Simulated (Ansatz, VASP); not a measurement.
## Two plane-wave programs on Y3VCo

```
Y V Co
1.0
     4.60579    0.00000    0.00000
     0.00000    4.60579    0.00000
     0.00000    0.00000    4.60579
Y V Co
3 1 1
Direct
  0.00000 0.50000 0.50000
  0.50000 0.00000 0.50000
  0.50000 0.50000 0.00000
  0.00000 0.00000 0.00000
  0.50000 0.50000 0.50000
```

Alike in both runs: task relaxation of cell and atoms; functional PBE; k mesh 4 × 4 × 4; occupations gaussian, width 0.1 eV; collinear spin.

```csv
,VASP,Ansatz
version,VASP 6.6.1,Ansatz 0.2.0
potentials or method,"VASP PAW PBE potentials, release 64 (Y_sv, V_sv, Co), cutoff 600 eV","scalar-relativistic, plane waves, PAW"
valence electrons in the cell,55,63
```

|  | VASP | Ansatz | Ansatz less VASP |
| --- | --- | --- | --- |
| gap on the k mesh at the Fermi level, each at its own relaxed structure (eV) | none | none | - |
| net moment per atom (μB) | 0.82 | 0.82 | -0.001 |
| size of the moment on the site where the two differ most (μB) | 2.90 | 3.35 | +0.447 |
| relaxed volume (Å³/atom) | 27.39 | 27.32 | -0.067 |
| relaxed length of the cell vector where the two differ most in proportion (Å) | 5.154 | 5.150 | -0.0042 |

Site moments also hang on the region over which each program counts them. A gap of «none» marks a metal or a gap that the smearing closes. VASP's potentials hold 55 valence electrons a cell and Ansatz's 63, so a difference there can come from the potentials and not from the codes.

Noted on VASP's run: the volume moved by over 15 % at a fixed basis, so the end points are rough.
